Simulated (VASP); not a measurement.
# B33N32 (a cell with a defect) in VASP: single point with PBEsol

Aim: the single point of B33N32 (a cell with a defect) with PBEsol.

All numbers are computed with VASP 6.6.1; they aren't measurements. Logs are shortened: lines on timing, memory, paths and dates and some standing lists are left out, and cuts for length are marked.

### Step 1. The cell of the first run

The cell holds a defect, 65 atoms: a = 7.212 Å, b = 7.212 Å, c = 7.212 Å, α = 90.00°, β = 90.00°, γ = 90.00°.

### Step 2. Single point, PBEsol, collinear spin

Contents of INCAR:

```
  ALGO = Normal
  EDIFF = 1E-6
  ENCUT = 520
  GGA = PS
  GGA_COMPAT = F
  ISIF = 2
  ISMEAR = -1
  ISPIN = 2
  LASPH = T
  LCHARG = F
  LORBIT = 11
  LREAL = Auto
  LWAVE = F
  MAGMOM = 0 0 0 0 0 0 0 0.091 0 0.091 0 0 0 0 0 0 0 0 0.091 0 0 0 0 0 0 0 0 0 0.091 0 0 0 0.091 0 0 0 0 0 0 0 0 0.091 0.091 0 0 0 0 0 0 0.091 0 0.091 0 0 0 0 0 0.091 0 0 0 0.091 0 0 0
  NBANDS = 172
  NELM = 200
  PREC = Accurate
  SIGMA = 0.05
```

Contents of KPOINTS:

```
k-points
0
Gamma
  1 1 1
```

Contents of POSCAR:

```
B33N32
1.0
    7.2115910000      0.0000000000      0.0000000000
    0.0000000000      7.2115910000      0.0000000000
    0.0000000000      0.0000000000      7.2115910000
B N
33 32
Direct
    0.0002840000      0.9994930000      0.0014400000
    0.9971610000      0.9995640000      0.5034410000
    0.0054780000      0.4994460000      0.0046070000
    0.9875300000      0.5058030000      0.5119440000
    0.5015610000      0.9962780000      0.9990070000
    0.4950010000      0.0077680000      0.4971770000
    0.5083870000      0.5050510000      0.9908610000
    0.4979500000      0.5024830000      0.5001450000
    0.2567720000      0.2421500000      0.9906850000
    0.2328190000      0.2517250000      0.5144360000
    0.2513020000      0.7472430000      0.0055850000
    0.2482620000      0.7552970000      0.5056910000
    0.7566530000      0.2506140000      0.9947800000
    0.7513760000      0.2522770000      0.5011020000
    0.7518620000      0.7508020000      0.0012180000
    0.7463650000      0.7539890000      0.5018440000
    0.2415900000      0.9982400000      0.2517290000
    0.2490440000      0.9969040000      0.7521090000
    0.2350510000      0.5020290000      0.2915770000
    0.2500630000      0.5025450000      0.7525760000
    0.7543770000      0.9952260000      0.2511280000
    0.7488250000      0.0010290000      0.7495010000
    0.7557410000      0.5082010000      0.2503050000
    0.7510840000      0.5017600000      0.7507080000
    0.9958660000      0.2527100000      0.2554420000
    0.9986320000      0.2504370000      0.7543890000
    0.0017730000      0.7486040000      0.2533020000
    0.9992050000      0.7511300000      0.7550100000
    0.5616980000      0.2745240000      0.2078120000
    0.5008050000      0.2508460000      0.7478150000
    0.4966970000      0.7522680000      0.2527900000
    0.4998250000      0.7526380000      0.7488250000
    0.3513200000      0.3163760000      0.2685950000
    0.1244870000      0.1271720000      0.1260070000
    0.1193220000      0.1229820000      0.6341770000
    0.1294420000      0.6199020000      0.1334230000
    0.1227100000      0.6286790000      0.6312940000
    0.6403600000      0.1134310000      0.1193660000
    0.6232250000      0.1282640000      0.6220780000
    0.6254150000      0.6290670000      0.1260850000
    0.6247830000      0.6269720000      0.6262290000
    0.4160390000      0.3503880000      0.0853290000
    0.3728350000      0.3761100000      0.6273360000
    0.3742870000      0.8768920000      0.1282820000
    0.3736460000      0.8799640000      0.6254840000
    0.8781140000      0.3771620000      0.1259800000
    0.8712010000      0.3770090000      0.6321250000
    0.8788880000      0.8728220000      0.1272840000
    0.8729830000      0.8762460000      0.6278880000
    0.3483050000      0.1303500000      0.3782950000
    0.3768030000      0.1177830000      0.8699710000
    0.3731360000      0.6351290000      0.3868150000
    0.3765540000      0.6285850000      0.8748820000
    0.8741390000      0.1242230000      0.3774020000
    0.8769220000      0.1248560000      0.8748280000
    0.8731540000      0.6319660000      0.3787850000
    0.8771070000      0.6253860000      0.8789280000
    0.0995450000      0.3789590000      0.3987560000
    0.1291900000      0.3750480000      0.8781240000
    0.1217130000      0.8750830000      0.3782710000
    0.1255720000      0.8737980000      0.8800970000
    0.6369660000      0.3835100000      0.3730400000
    0.6318960000      0.3773220000      0.8684280000
    0.6215160000      0.8797220000      0.3757360000
    0.6263180000      0.8748410000      0.8746050000
```

Potentials or basis: VASP PAW PBE potentials, release 64 (B, N).

Launch:

```
$ cat potpaw_PBE.64/B/POTCAR potpaw_PBE.64/N/POTCAR > POTCAR
$ mpirun -np 1 vasp_gam > vasp.out
```

OUTCAR:

```text
EDIFF = 1E-6
   ENCUT = 520
   GGA = PS
   ISIF = 2
   ISMEAR = -1
   ISPIN = 2
   LASPH = T
   LORBIT = 11
   LREAL = Auto
   NELM = 200
   PREC = Accurate

 ion  position               nearest neighbor table
   1  0.000  0.999  0.001-  61 1.55  48 1.56  55 1.56  34 1.57
   2  0.997  1.000  0.503-  49 1.55  54 1.56  60 1.56  35 1.57
   3  0.005  0.499  0.005-  46 1.55  36 1.55  59 1.56  57 1.58
   4  0.988  0.506  0.512-  58 1.47  47 1.52  56 1.56  37 1.57
   5  0.502  0.996  0.999-  65 1.54  51 1.56  44 1.57  38 1.57
   6  0.495  0.008  0.497-  39 1.56  64 1.57  45 1.57  50 1.62
   7  0.508  0.505  0.991-  42 1.47  53 1.55  63 1.56  40 1.57
   8  0.498  0.502  0.500-  52 1.55  41 1.57  43 1.58  62 1.61
   9  0.257  0.242  0.991-  51 1.52  42 1.55  59 1.56  34 1.60
  10  0.233  0.252  0.514-  35 1.51  50 1.56  58 1.57  43 1.58  33 2.02
  11  0.251  0.747  0.006-  53 1.56  44 1.56  36 1.57  61 1.57
  12  0.248  0.755  0.506-  52 1.52  45 1.54  60 1.56  37 1.57
  13  0.757  0.251  0.995-  55 1.52  63 1.57  38 1.58  46 1.58  29 2.09
  14  0.751  0.252  0.501-  39 1.55  62 1.56  54 1.56  47 1.56
  15  0.752  0.751  0.001-  57 1.55  40 1.55  48 1.56  65 1.57
  16  0.746  0.754  0.502-  56 1.55  41 1.55  49 1.56  64 1.57
  17  0.242  0.998  0.252-  50 1.53  60 1.54  34 1.55  44 1.57
[... 46 lines left out ...]
  64  0.622  0.880  0.376-  21 1.56  31 1.56   6 1.57  16 1.57
  65  0.626  0.875  0.875-   5 1.54  22 1.56  32 1.56  15 1.57

  LATTYP: Found a simple cubic cell.
 ALAT       =     7.2115910000

  Lattice vectors:

 A1 = (   7.2115910000,   0.0000000000,   0.0000000000)
 A2 = (   0.0000000000,   7.2115910000,   0.0000000000)
 A3 = (   0.0000000000,   0.0000000000,   7.2115910000)

Analysis of symmetry for initial positions (statically):
=====================================================================
 Subroutine PRICEL returns:
 Original cell was already a primitive cell.

 Routine SETGRP: Setting up the symmetry group for a
 simple cubic supercell.

 Subroutine GETGRP returns: Found  1 space group operations
 (whereof  1 operations were pure point group operations)
 out of a pool of 48 trial point group operations.

The static configuration has the point symmetry C_1 .

Analysis of symmetry for dynamics (positions and initial velocities):
=====================================================================
 Subroutine PRICEL returns:
 Original cell was already a primitive cell.

 Routine SETGRP: Setting up the symmetry group for a
 simple cubic supercell.

 Subroutine GETGRP returns: Found  1 space group operations
 (whereof  1 operations were pure point group operations)
 out of a pool of 48 trial point group operations.

The dynamic configuration has the point symmetry C_1 .

Analysis of structural, dynamic, and magnetic symmetry:
=====================================================================
 Subroutine PRICEL returns:
 Original cell was already a primitive cell.

 Routine SETGRP: Setting up the symmetry group for a
 simple cubic supercell.

 Subroutine GETGRP returns: Found  1 space group operations
 (whereof  1 operations were pure point group operations)
 out of a pool of 48 trial point group operations.

The overall configuration has the point symmetry C_1 .

 Subroutine INISYM returns: Found  1 space group operations
 (whereof  1 operations are pure point group operations),
 and found     1 'primitive' translations

----------------------------------------------------------------------------------------

                                     Primitive cell

  volume of cell :     375.0535

  direct lattice vectors                    reciprocal lattice vectors
     7.211591000  0.000000000  0.000000000     0.138665656  0.000000000  0.000000000
     0.000000000  7.211591000  0.000000000     0.000000000  0.138665656  0.000000000
     0.000000000  0.000000000  7.211591000     0.000000000  0.000000000  0.138665656

[... 183 lines left out ...]
   ENCUT  =  520.0 eV  38.22 Ry    6.18 a.u.  13.41 13.41 13.41*2*pi/ulx,y,z
   NELM   =    200;   NELMIN=  2; NELMDL= -5     # of ELM steps
   EDIFF  = 0.1E-05   stopping-criterion for ELM
   LREAL  =      T    real-space projection
   EDIFFG = 0.1E-04   stopping-criterion for IOM
   NSW    =      0    number of steps for IOM
   IBRION =     -1    ionic relax: 0-MD 1-quasi-New 2-CG
   NFREE  =      0    steps in history (QN), initial steepest desc. (CG)
   ISIF   =      2    stress and relaxation
   ISYM   =      2    0-nonsym 1-usesym 2-fastsym
   POTIM  = 0.5000    time-step for ionic-motion
   TEBEG  =    0.0;   TEEND  =   0.0 temperature during run
   PSTRESS=    0.0 pullay stress
   NELECT =     259.0000    total number of electrons
   NUPDOWN=      -1.0000    fix difference up-down
   EMIN   =  10.00;   EMAX   =-10.00  energy-range for DOS
   EFERMI =   0.00;   METHOD = LEGACY
   ISMEAR =    -1;   SIGMA  =   0.05  broadening in eV -4-tet -1-fermi 0-gaus
   EFERMI_NEDOS =   21; number of points for ismear=-14 and -15
   IALGO  =     38    algorithm
   IMIX   =      4    mixing-type and parameters
     AMIX     =   0.40;   BMIX     =  1.00
     AMIX_MAG =   1.60;   BMIX_MAG =  1.00
  volume/ion in A,a.u.               =       5.77        38.94
  Fermi-wavevector in a.u.,A,eV,Ry     =   1.447028  2.734487 28.489112  2.093891
  Thomas-Fermi vector in A             =   2.565030
   LORBIT       =     11    0 simple, 1 ext, 2 COOP (PROOUT), +10 PAW based schemes
   GGA     = PS    functional components
   LHFCALC =     F    Hartree Fock is set to
   AEXX    =    0.0000 exact exchange contribution
   IVDW    =     0    specifies the selected vdW correction
   LEPSILON=     F    determine dielectric tensor
   LRPA    =     F    only Hartree local field effects (RPA)
 spin polarized calculation
  energy-cutoff  :      520.00
  volume of cell :      375.05
 maximum number of plane-waves:      5030
 NGX is ok and might be reduce to    54
   NGX = 27   NGY = 27   NGZ = 27

 number of electron     259.0000005 magnetization       0.9929211

 Free energy of the ion-electron system (eV)
  ---------------------------------------------------
  ext. energy  EPLUGINS =         0.00000000
  ---------------------------------------------------
  free energy    TOTEN  =      -579.91833052 eV

  energy without entropy =     -579.91594642  energy(sigma->0) =     -579.91713847

 E-fermi :  10.2110     XC(G=0): -13.1183

 val. band max:        9.9298596569   @ k =   0.0000   0.0000   0.0000
 cond. band min:      10.4922260827   @ k =   0.0000   0.0000   0.0000
 fundamental gap:      0.5623664258
 Fermi energy:        10.2110428720

 spin component 1

 k-point     1 :       0.0000    0.0000    0.0000
  band No.  band energies     occupation
      1     -12.9556      1.00000
      2     -11.4529      1.00000
      3     -11.0075      1.00000
      4     -10.9763      1.00000
      5     -10.8573      1.00000
      6     -10.8156      1.00000
[... 133 lines left out ...]
    140      14.9438      0.00000
    141      15.9336      0.00000
 Fermi energy:        10.2110428720

 spin component 2

 k-point     1 :       0.0000    0.0000    0.0000
  band No.  band energies     occupation
      1     -12.9179      1.00000
      2     -11.3893      1.00000
      3     -10.9756      1.00000
      4     -10.9473      1.00000
      5     -10.8407      1.00000
      6     -10.7990      1.00000
[... 133 lines left out ...]
    140      15.0913      0.00000
    141      16.0246      0.00000
 [bands above 141 left out]

------------------------ aborting loop because EDIFF is reached ----------------------------------------

  FORCE on cell =-STRESS in cart. coord.  units (eV):
  Direction    XX          YY          ZZ          XY          YZ          ZX
  --------------------------------------------------------------------------------------
  -------------------------------------------------------------------------------------
  Total       35.8833499     20.2879556     30.8569318      3.1850209     11.0575193    -24.2835071
  in kB      153.2887556     86.6673674    131.8165860     13.6059731     47.2362077   -103.7358159
  external PRESSURE =     123.9242364 kB  Pullay stress =       0.0000000 kB

 VOLUME and BASIS-vectors are now :
 -----------------------------------------------------------------------------
  energy-cutoff  :      520.00
  volume of cell :      375.05
      direct lattice vectors                 reciprocal lattice vectors
     7.211591000  0.000000000  0.000000000     0.138665656  0.000000000  0.000000000
     0.000000000  7.211591000  0.000000000     0.000000000  0.138665656  0.000000000
     0.000000000  0.000000000  7.211591000     0.000000000  0.000000000  0.138665656

 POSITION                                       TOTAL-FORCE (eV/Angst)
 -----------------------------------------------------------------------------------
      0.00205      7.20793      0.01038         0.025081     -0.116229     -0.044590
      7.19112      7.20845      3.63061         0.030581     -0.085822      0.062714
      0.03951      3.60180      0.03322         0.047513      0.006701     -0.058739
      7.12166      3.64764      3.69193         0.067803      0.119927      0.045806
      3.61705      7.18475      7.20443         0.001341     -0.132631     -0.056494
      3.56974      0.05602      3.58544         0.104147     -0.210934      0.117532
[... 57 lines left out ...]
      4.48212      6.34420      2.70965        -0.068942      0.001402     -0.048872
      4.51675      6.30900      6.30729        -0.063467     -0.028122     -0.050056
 -----------------------------------------------------------------------------------
    total drift:                                0.005570      0.004107     -0.001089

  FREE ENERGIE OF THE ION-ELECTRON SYSTEM (eV)
  ---------------------------------------------------
  free  energy   TOTEN  =      -579.9183305186 eV

  energy  without entropy=     -579.9159464176  energy(sigma->0) =     -579.91713847

 total charge

# of ion       s       p       d       tot
------------------------------------------
    1        0.675   1.376   0.000   2.050
    2        0.676   1.381   0.000   2.057
    3        0.672   1.374   0.000   2.046
    4        0.695   1.460   0.000   2.155
    5        0.672   1.370   0.000   2.041
    6        0.660   1.317   0.000   1.978
[... 57 lines left out ...]
   64        1.204   2.766   0.000   3.970
   65        1.205   2.779   0.000   3.985
--------------------------------------------------
tot         61.174 135.077   0.000 196.251

 magnetization (x)

# of ion       s       p       d       tot
------------------------------------------
    1        0.001   0.006   0.000   0.008
    2        0.000   0.002   0.000   0.002
    3        0.000   0.001   0.000   0.001
    4        0.000  -0.000   0.000  -0.000
    5        0.001   0.006   0.000   0.007
    6        0.001  -0.000   0.000   0.001
[... 57 lines left out ...]
   64       -0.000  -0.000   0.000  -0.000
   65       -0.000  -0.001   0.000  -0.001
--------------------------------------------------
tot          0.103   0.477   0.000   0.580
```

It took 3.9 min on 1 thread of Intel Xeon Platinum 8488C (Sapphire Rapids), shared host; peak memory 0.51 GiB.

Results:

```yaml
Free_energy: -579.9183 eV
Pressure: 12.4 GPa
Largest_force: 0.687 eV/Å
Net_moment: 0.99 μB per cell
Site_moments: B +0.01, +0.00, -0.00, -0.01, +0.17, +0.20 (each value once); N +0.02, -0.00, +0.01, +0.00, +0.04 (each value once) μB
Valence_electrons_inside_the_program's_atomic_spheres: B 2.05, 2.06, 2.15, 2.04, 1.98, 2.12, 2.00, 2.08, 2.02, 2.09, 2.10, 2.16, 2.03, 2.07, 2.27, 2.33 (each value once); N 3.95, 4.01, 3.94, 3.98, 4.04, 3.97, 4.11, 3.96, 3.99, 4.00, 4.03 (each value once)
```

Forces on the atoms (eV/Å):
```
B    0.025 -0.116 -0.045
B    0.031 -0.086  0.063
B    0.048  0.007 -0.059
B    0.068  0.120  0.046
B    0.001 -0.133 -0.056
B    0.104 -0.211  0.118
B    0.109  0.215 -0.101
B    0.034  0.040  0.162
B   -0.059 -0.062 -0.216
B    0.018  0.130  0.171
B    0.027  0.182  0.000
B   -0.006  0.142  0.019
B    0.200  0.137 -0.126
B    0.153  0.032  0.143
B    0.083  0.188  0.003
B    0.117  0.143  0.079
B   -0.039 -0.202 -0.018
B   -0.001 -0.084  0.135
B   -0.199  0.611 -0.033
B    0.038  0.055  0.115
B    0.100 -0.087  0.118
B    0.109 -0.066  0.078
B    0.110  0.079 -0.039
B    0.102  0.053  0.101
B    0.013  0.084  0.121
B    0.077  0.141  0.087
B    0.122  0.157  0.075
B    0.058  0.131  0.090
B    0.601 -0.333 -0.005
B    0.038  0.075  0.091
B    0.062  0.210  0.049
B    0.081  0.166  0.085
B   -0.360 -0.238  0.392
N    0.063  0.045  0.006
N   -0.020 -0.026 -0.105
N    0.016 -0.103  0.025
N   -0.046 -0.061 -0.049
N   -0.128  0.157  0.028
N   -0.073 -0.011 -0.131
N   -0.092 -0.168 -0.011
N   -0.032 -0.100 -0.091
N   -0.164  0.054  0.347
N   -0.071 -0.061 -0.088
N   -0.056 -0.037 -0.057
N   -0.042 -0.030 -0.057
N   -0.111 -0.053 -0.066
N   -0.056 -0.082 -0.068
N   -0.050 -0.045 -0.053
N   -0.058 -0.051 -0.047
N    0.224  0.375 -0.245
N    0.050 -0.003  0.019
N   -0.090 -0.195 -0.133
N   -0.055 -0.176 -0.031
N   -0.059 -0.042 -0.098
N   -0.151 -0.053  0.007
N   -0.115 -0.108 -0.065
N   -0.059 -0.066 -0.034
N    0.066 -0.175 -0.232
N   -0.039 -0.064 -0.008
N   -0.082  0.006 -0.034
N   -0.063 -0.032 -0.044
N   -0.370 -0.270 -0.268
N   -0.069 -0.080  0.038
N   -0.069  0.001 -0.049
N   -0.063 -0.028 -0.050
```

Caveat: the k points lie up to 0.87 Å⁻¹ apart, too coarse for converged energies, forces and pressures; the PAW data sets were made with another functional, which shifts forces and pressure a little.
